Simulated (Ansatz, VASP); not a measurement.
## CdTe in VASP and in Ansatz

```
Cd Te
1.0
     3.21226    3.21226    0.00000
    -3.21226    3.21226    0.00000
     0.00000    3.21226    3.28831
Cd Te
1 1
Direct
  0.00000 0.00000 0.00000
  0.75000 0.25000 0.50000
```

Change from the starting cell: film at in-plane strain -0.01.

Alike in both runs: task single point; functional PBEsol; k mesh 6 × 6 × 6; non-collinear spin, spin-orbit coupling.

|  | VASP | Ansatz |
| --- | --- | --- |
| version | VASP 6.6.1 | Ansatz 0.2.0 |
| potentials or method | VASP PAW PBE potentials, release 64 (Cd, Te), cutoff 520 eV | all-electron LAPW |
| occupations | gaussian, width 0.01 eV | fixed |

|  | VASP | Ansatz | Ansatz less VASP |
| --- | --- | --- | --- |
| pressure (GPa) | 0.5 | 0.3 | -0.18 |
| traceless stress, the component that is largest in VASP (GPa) | -0.27 | -0.27 | -0.002 |
| net moment per atom (μB) | 0.00 | 0.00 | 0.000 |

VASP's potentials were made for PBE, not for PBEsol. Ansatz ran all-electron here, and VASP with PAW potentials.
